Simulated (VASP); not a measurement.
Here is a VASP 6.6.1 calculation.

INCAR

```
PREC     = Accurate       # precision mode
ENCUT    = 500            # plane-wave cutoff, eV
EDIFF    = 1E-6           # SCF threshold, eV
ISMEAR   = 1              # smearing method
SIGMA    = 0.01           # smearing width, eV
LREAL    = False          # projectors in reciprocal space
LASPH    = True           # aspherical terms in the spheres
NELM     = 200            # most SCF steps
ALGO     = Normal         # electronic algorithm
ISIF     = 2              # what is computed and relaxed
LWAVE    = False          # write WAVECAR
LCHARG   = False          # write CHGCAR
LMAXMIX  = 4              # l up to which the mixer works
LDAU     = True           # DFT+U
LDAUTYPE = 2            
LDAUL    = 2              # shell
LDAUU    = 4              # U, eV
LDAUJ    = 0            
LDAUPRINT= 1            
GGA      = CA             # functional
NBANDS   = 12             # bands
GGA_COMPAT= False
```

The input KPOINTS:

```
regular mesh
0
Gamma
  11 11 11
```

The input POSCAR:

```
Nb
1.0
   -1.6965847559      1.6965847559      1.6965847559
    1.6965847559     -1.6965847559      1.6965847559
    1.6965847559      1.6965847559     -1.6965847559
Nb
1
Direct
    0.0000000000      0.0000000000      0.0000000000
```

Potentials or basis: VASP PAW LDA potentials, release 64 (Nb_sv).

Command:

```console
$ cat potpaw_LDA.64/Nb_sv/POTCAR > POTCAR
$ mpirun -np 1 vasp_std > vasp.out
```

(1) What does it give for the pressure?

Answers

(1) -10.8 GPa.

Caveat: U without spin polarisation on a metal has little footing; the U is typed as a test and isn't derived for this compound.
